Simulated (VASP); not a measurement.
Write the native input for VASP 6.6.1 that does the following.

| Quantity | Value |
| --- | --- |
| Task | single point |
| Functional | LDA |
| Potentials or basis | VASP PAW LDA potentials, release 64 (Al, N) |
| Cutoff | 520 eV |
| k mesh | 8 × 8 × 6 |
| Occupations | gaussian, width 0.05 eV |
| Spin | no spin polarisation |
| Dipole correction | no |
| Further INCAR settings | ALGO = Normal; EDIFF = 1e-07; NBANDS = 16 |

The structure of AlN lies in POSCAR:

```
AlN
1.0
    0.0000000000     -2.0221659415     -2.0221659415
    0.0000000000      2.0221659415     -2.0221659415
    4.0443318830      0.0000000000      0.0000000000
Al N
2 2
Direct
    0.5000000000      0.5000000000      0.0000000000
    0.0000000000      0.0000000000      0.5000000000
    0.5000000000      0.5000000000      0.5000000000
    0.0000000000      1.0000000000      0.0000000000
```

This cell differs from its parent crystal: the cell strained.

These files were run (other wordings do the same):

INCAR

```
SYSTEM = AlN
ALGO     = Normal         ! electronic algorithm
EDIFF    = 1E-7           ! SCF threshold, eV
ENCUT    = 520            ! plane-wave cutoff, eV
ISIF     = 2              ! what is computed and relaxed
ISMEAR   = 0              ! smearing method
LASPH    = .True.         ! aspherical terms in the spheres
LCHARG   = .True.         ! write CHGCAR
LELF     = .True.         ! ELF
LREAL    = .False.        ! projectors in reciprocal space
LVHAR    = .True.       
LWAVE    = .False.        ! write WAVECAR
NBANDS   = 16             ! bands
NELM     = 80             ! most SCF steps
PREC     = Accurate       ! precision mode
SIGMA    = 0.05           ! smearing width, eV
```

KPOINTS

```
k-points
0
Gamma
  8 8 6
  0 0 0
```

Potentials or basis: VASP PAW LDA potentials, release 64 (Al, N).

Run with:

```console
$ cat potpaw_LDA.64/Al/POTCAR potpaw_LDA.64/N/POTCAR > POTCAR
$ mpirun -np 1 vasp_std > vasp.out
```

It gave:

```
Pressure               : -6.0 GPa
Band gap on the k mesh : 4.45 eV
```

Caveat: the cell differs from its parent crystal (the cell strained); the cell stands under tension.

Run time: 13 s on 1 thread of Intel(R) Xeon(R) Platinum 8488C (Sapphire Rapids) (shared host), peak memory 0.14 GiB.
